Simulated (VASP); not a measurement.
Crystal: Fe3Co.

```
CELL_PARAMETERS angstrom
4.02358 0.00000 0.00000
0.00000 4.02358 0.00000
0.00000 0.00000 2.82771
ATOMIC_POSITIONS crystal
Fe 0.50000 0.50000 0.00000
Fe 0.50000 0.00000 0.50000
Fe 0.00000 0.50000 0.50000
Co 0.00000 0.00000 0.00000
```

Base run:

| Quantity | Value |
| --- | --- |
| Program | VASP 6.6.1 |
| Functional | PBEsol |
| Potentials or basis | VASP PAW PBE potentials, release 64 (Fe, Co) |
| Cutoff | 600 eV |
| k mesh | 5 × 5 × 7 |
| Occupations | gaussian, width 0.4 eV |
| Spin | collinear spin, ferromagnetic start |
| Starting moments | [2.6, 2.87, 2.87, 1.99] μB |

Its results: pressure -8.6 GPa; net moment 9.09 μB per cell; site moments Fe +2.30, +2.54 (each value once); Co +1.70 μB.

**Question.** After a change of settings the same cell gave: pressure -8.2 GPa; net moment 9.23 μB per cell; site moments Fe +2.35, +2.57 (each value once); Co +1.72 μB. Which change was it?
A. k mesh from 5 × 5 × 7 to 2 × 2 × 4; occupations from gaussian, width 0.4 eV to gaussian, width 0.1 eV
B. occupations from gaussian, width 0.4 eV to gaussian, width 0.2 eV
C. k mesh from 5 × 5 × 7 to 1 × 1 × 1; occupations from gaussian, width 0.4 eV to gaussian, width 0.1 eV
D. k mesh from 5 × 5 × 7 to 6 × 6 × 6; occupations from gaussian, width 0.4 eV to gaussian, width 0.1 eV

**Answer.** B.

Caveats: the cell stands under tension; the PAW data sets were made with another functional, which shifts forces and pressure a little; so wide a smearing shifts energies and pressures (at least some runs).
